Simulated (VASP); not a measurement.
A run of VASP 6.6.1 is set up as follows.

File INCAR:

```
PREC = Accurate ; ENCUT = 500
EDIFF = 1E-6 ; ISMEAR = 0
SIGMA = 0.05 ; LREAL = False
LASPH = True ; NELM = 120
ALGO = Normal ; ISIF = 2
LWAVE = False ; LCHARG = False
GGA = PS ; NBANDS = 22
GGA_COMPAT = False
```

The input KPOINTS:

```
Automatic mesh
0
Gamma
  10 10 5
```

Contents of POSCAR:

```
Rh
1.0
    2.6812414163      0.0000000000      0.0000000000
   -1.3406207082      2.3220231802      0.0000000000
    0.0000000000      0.0000000000      4.3531302127
Rh
2
Direct
    0.6666666667      0.3333333333      0.7500000000
    0.3333333333      0.6666666667      0.2500000000
```

Potentials or basis: VASP PAW PBE potentials, release 64 (Rh_pv).

Run with:

```sh
$ cat potpaw_PBE.64/Rh_pv/POTCAR > POTCAR
$ mpirun -np 1 vasp_std > vasp.out
```

What does it give for the band gap on the k mesh?

Zero (bands 15 and 16 overlap by 2.38 eV).

Estimate the pressure.

0.0 GPa.

Stress tensor (GPa, compression positive):
```
-0.41  0.00  0.00
 0.00 -0.41  0.00
 0.00  0.00  0.70
```

Caveat: the PAW data sets were made with another functional, which shifts forces and pressure a little.
